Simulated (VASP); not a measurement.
# GaAs (I-4m2) in VASP: a series of runs, part 2 of 2

VASP 6.6.1. The steps go on from the part before.

### Step 5. Single point, PBE

INCAR reads:

```
SYSTEM = GaAs
PREC = Accurate ; ENCUT = 500
EDIFF = 1E-6 ; ISMEAR = 0
SIGMA = 0.01 ; LREAL = .FALSE.
LASPH = .TRUE. ; NELM = 120
ALGO = Normal ; ISIF = 2
LWAVE = .FALSE. ; LCHARG = .FALSE.
GGA = PE ; NBANDS = 16
GGA_COMPAT = .FALSE.
```

KPOINTS reads:

```
regular mesh
0
G
  10 10 10
  0 0 0
```

POSCAR reads:

```
GaAs
1.0
    0.0000000000      2.7691166704      2.9579686145
    2.7691166704      0.0000000000      2.9579686145
    2.7691166704      2.7691166704      0.0000000000
Ga As
1 1
Direct
    0.0000000000      0.0000000000      0.0000000000
    0.2500000000      0.2500000000      0.2500000000
```

Potentials or basis: VASP PAW PBE potentials, release 64 (Ga_d, As).

Run with:

```bash
$ cat potpaw_PBE.64/Ga_d/POTCAR potpaw_PBE.64/As/POTCAR > POTCAR
$ mpirun -np 1 vasp_std > vasp.out
```

OUTCAR:

```text
SYSTEM = GaAs
   PREC = Accurate
   ENCUT = 500
   EDIFF = 1E-6
   ISMEAR = 0
   LREAL = .FALSE.
   LASPH = .TRUE.
   NELM = 120
   ISIF = 2
   GGA = PE

 ion  position               nearest neighbor table
   1  0.000  0.000  0.000-   2 2.45   2 2.45   2 2.45   2 2.45
   2  0.250  0.250  0.250-   1 2.45   1 2.45   1 2.45   1 2.45

  LATTYP: Found a body centered tetragonal cell.
 ALAT       =     3.9161223511
 C/A-ratio  =     1.5106620015

  Lattice vectors:

 A1 = (  -2.7691166704,   0.0000000000,   2.9579686145)
 A2 = (   2.7691166704,   0.0000000000,   2.9579686145)
 A3 = (   0.0000000000,   2.7691166704,  -2.9579686145)

Analysis of symmetry for initial positions (statically):
=====================================================================
 Subroutine PRICEL returns:
 Original cell was already a primitive cell.

 Routine SETGRP: Setting up the symmetry group for a
 body centered tetragonal supercell.

 Subroutine GETGRP returns: Found  8 space group operations
 (whereof  8 operations were pure point group operations)
 out of a pool of 16 trial point group operations.

The static configuration has the point symmetry D_2d.

Analysis of symmetry for dynamics (positions and initial velocities):
=====================================================================
 Subroutine PRICEL returns:
 Original cell was already a primitive cell.

 Routine SETGRP: Setting up the symmetry group for a
 body centered tetragonal supercell.

 Subroutine GETGRP returns: Found  8 space group operations
 (whereof  8 operations were pure point group operations)
 out of a pool of 16 trial point group operations.

The dynamic configuration has the point symmetry D_2d.

 Subroutine INISYM returns: Found  8 space group operations
 (whereof  8 operations are pure point group operations),
 and found     1 'primitive' translations

----------------------------------------------------------------------------------------

                                     Primitive cell

  volume of cell :      45.3634
[... 110 lines left out ...]
  volume/ion in A,a.u.               =      22.68       153.06
  Fermi-wavevector in a.u.,A,eV,Ry     =   1.202995  2.273330 19.690294  1.447196
  Thomas-Fermi vector in A             =   2.338760
   LORBIT       =      0    0 simple, 1 ext, 2 COOP (PROOUT), +10 PAW based schemes
   GGA     = PE    functional components
   LHFCALC =     F    Hartree Fock is set to
   AEXX    =    0.0000 exact exchange contribution
   IVDW    =     0    specifies the selected vdW correction
   LEPSILON=     F    determine dielectric tensor
   LRPA    =     F    only Hartree local field effects (RPA)
 non-spin polarized calculation
 Gauss-broadening in eV      SIGMA  =   0.01
  energy-cutoff  :      500.00
  volume of cell :       45.36
 maximum number of plane-waves:      1164
 NGX is ok and might be reduce to    30
   NGX = 15   NGY = 15   NGZ = 15

 number of electron      17.9999997 magnetization

 Free energy of the ion-electron system (eV)
  ---------------------------------------------------
  ext. energy  EPLUGINS =         0.00000000
  ---------------------------------------------------
  free energy    TOTEN  =        -8.22844518 eV

  energy without entropy =       -8.22844518  energy(sigma->0) =       -8.22844518

 E-fermi :   4.0902     XC(G=0):  -9.5749

 val. band max:        4.0317802032   @ k =   0.0000   0.0000   0.0000
 cond. band min:       4.3466229852   @ k =   0.0000   0.0000   0.0000
 fundamental gap:      0.3148427819
 Fermi energy:         4.0901842723

 k-point     1 :       0.0000    0.0000    0.0000
  band No.  band energies     occupation
      1     -10.9198      2.00000
      2     -10.9025      2.00000
      3     -10.9025      2.00000
      4     -10.8364      2.00000
      5     -10.8272      2.00000
      6      -8.7935      2.00000
[... 433 lines left out ...]
      3     -10.8680      2.00000
      4     -10.8386      2.00000
      5     -10.8296      2.00000
      6      -7.1797      2.00000
[... 8 lines left out ...]
     15      16.3733      0.00000
     16      16.3864      0.00000

 [... further k-points ...]

------------------------ aborting loop because EDIFF is reached ----------------------------------------

  FORCE on cell =-STRESS in cart. coord.  units (eV):
  Direction    XX          YY          ZZ          XY          YZ          ZX
  --------------------------------------------------------------------------------------
  -------------------------------------------------------------------------------------
  Total        1.2863652      1.2863652      0.0495046      0.0000000      0.0000000      0.0000000
  in kB       45.4327247     45.4327247      1.7484389      0.0000000      0.0000000      0.0000000
  external PRESSURE =      30.8712961 kB  Pullay stress =       0.0000000 kB

 VOLUME and BASIS-vectors are now :
 -----------------------------------------------------------------------------
  energy-cutoff  :      500.00
  volume of cell :       45.36
      direct lattice vectors                 reciprocal lattice vectors
     0.000000000  2.769116670  2.957968614    -0.180562995  0.180562995  0.169034924
     2.769116670  0.000000000  2.957968614     0.180562995 -0.180562995  0.169034924
     2.769116670  2.769116670  0.000000000     0.180562995  0.180562995 -0.169034924

 POSITION                                       TOTAL-FORCE (eV/Angst)
 -----------------------------------------------------------------------------------
      0.00000      0.00000      0.00000        -0.000000      0.000000      0.000000
      1.38456      1.38456      1.47898         0.000000     -0.000000     -0.000000
 -----------------------------------------------------------------------------------
    total drift:                                0.000000      0.000000     -0.000001

  FREE ENERGIE OF THE ION-ELECTRON SYSTEM (eV)
  ---------------------------------------------------
  free  energy   TOTEN  =        -8.2284451761 eV

  energy  without entropy=       -8.2284451761  energy(sigma->0) =       -8.22844518
```

OSZICAR:

```text
N       E                     dE             d eps       ncg     rms          rms(c)
DAV:   1     0.807510254774E+02    0.80751E+02   -0.87055E+03  3336   0.149E+03
DAV:   2    -0.220067686658E+01   -0.82952E+02   -0.79215E+02  3736   0.298E+02
DAV:   3    -0.829878113141E+01   -0.60981E+01   -0.60796E+01  4056   0.641E+01
DAV:   4    -0.838760680451E+01   -0.88826E-01   -0.88817E-01  4104   0.865E+00
DAV:   5    -0.838883611380E+01   -0.12293E-02   -0.12293E-02  4144   0.899E-01    0.289E+00
DAV:   6    -0.824678345155E+01    0.14205E+00   -0.21418E-01  5000   0.789E+00    0.174E+00
DAV:   7    -0.822718541837E+01    0.19598E-01   -0.63100E-02  4064   0.182E+00    0.562E-01
DAV:   8    -0.822794450533E+01   -0.75909E-03   -0.10164E-02  4000   0.112E+00    0.108E-01
DAV:   9    -0.822833271471E+01   -0.38821E-03   -0.92551E-04  4104   0.351E-01    0.501E-02
DAV:  10    -0.822839641561E+01   -0.63701E-04   -0.69914E-05  4536   0.870E-02    0.271E-02
DAV:  11    -0.822844490023E+01   -0.48485E-04   -0.68170E-05  3792   0.620E-02    0.301E-03
DAV:  12    -0.822844517611E+01   -0.27588E-06   -0.10698E-06  3320   0.150E-02
   1 F= -.82284452E+01 E0= -.82284452E+01  d E =-.173175E-19
```

stdout:

```text
POSCAR found type information on POSCAR GaAs
 POSCAR found :  2 types and       2 ions
 scaLAPACK will be used
 LDA part: xc-table for (Slater+PW92), standard interpolation
 POSCAR, INCAR and KPOINTS ok, starting setup
 FFT: planning ... GRIDC
 FFT: planning ... GRID_SOFT
 FFT: planning ... GRID
 WAVECAR not read
 entering main loop
```

Wall time 96 s (1 thread of Intel Xeon 8259CL, shared host); peak memory 0.22 GiB.

What came out:

```yaml
Free_energy: -8.2284 eV
Pressure: 3.1 GPa
Band_gap_on_the_k_mesh: 0.31 eV
```

Caveat: the cell stands under pressure; semilocal functionals underestimate gaps, and a narrow one can read as zero.

### Step 6. Summary

```tsv
cell	smearing	gap on the mesh (eV)	pressure (GPa)
a = 4.049, b = 4.049, c = 3.916 Å, angles 61.1, 61.1, 57.8°, 2 atoms	gaussian 0.02 eV	0.33	3.2
a = 4.052, b = 4.052, c = 3.916 Å, angles 61.1, 61.1, 57.8°, 2 atoms	gaussian 0.02 eV	0.31	3.1
a = 4.052, b = 4.052, c = 3.916 Å, angles 61.1, 61.1, 57.8°, 2 atoms	gaussian 0.01 eV	0.31	3.1
```

Alike in all rows: task single point; level PBE; potentials or basis VASP PAW PBE potentials, release 64 (Ga_d, As); no spin polarisation; k mesh 10 × 10 × 10; cutoff (eV) 500.

Caveats: the cell stands under pressure; semilocal functionals underestimate gaps, and a narrow one can read as zero.

Total energies depend on the potentials used, so only differences within one code and one set of settings carry meaning.
